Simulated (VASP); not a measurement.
Input of a VASP 6.6.1 run:

File INCAR:

```
AGGAC = 1.0
AGGAX = 1.0
ALDAC = 0.0
ALDAX = 1.0
ALGO = Normal
EDIFF = 1E-6
ENCUT = 520
GGA = B5
ISIF = 2
ISMEAR = -1
LASPH = T
LCHARG = T
LELF = T
LREAL = F
LVHAR = T
LWAVE = F
NBANDS = 20
NELM = 80
PREC = Accurate
SIGMA = 0.1
```

File KPOINTS:

```
k-points
0
Gamma
  10 10 10
```

POSCAR

```
Nb
1.0
    0.0000000000      3.0218381590      3.0218381590
    3.0218381590      0.0000000000      3.0218381590
    3.0218381590      3.0218381590      0.0000000000
Nb
2
Direct
    0.1250000000      0.1250000000      0.1250000000
    0.8750000000      0.8750000000      0.8750000000
```

Potentials or basis: VASP PAW PBE potentials, release 64 (Nb_sv).

Command:

```console
$ cat potpaw_PBE.64/Nb_sv/POTCAR > POTCAR
$ mpirun -np 1 vasp_std > vasp.out
```

(1) Predict the band gap on the k mesh.

(2) Estimate the pressure.

Results:

(1) zero (band 13 reaches 7.02 eV, above the bottom of band 14 at 5.87 eV).

(2) 0.0 GPa.

Caveat: the PAW data sets were made with another functional, which shifts forces and pressure a little.
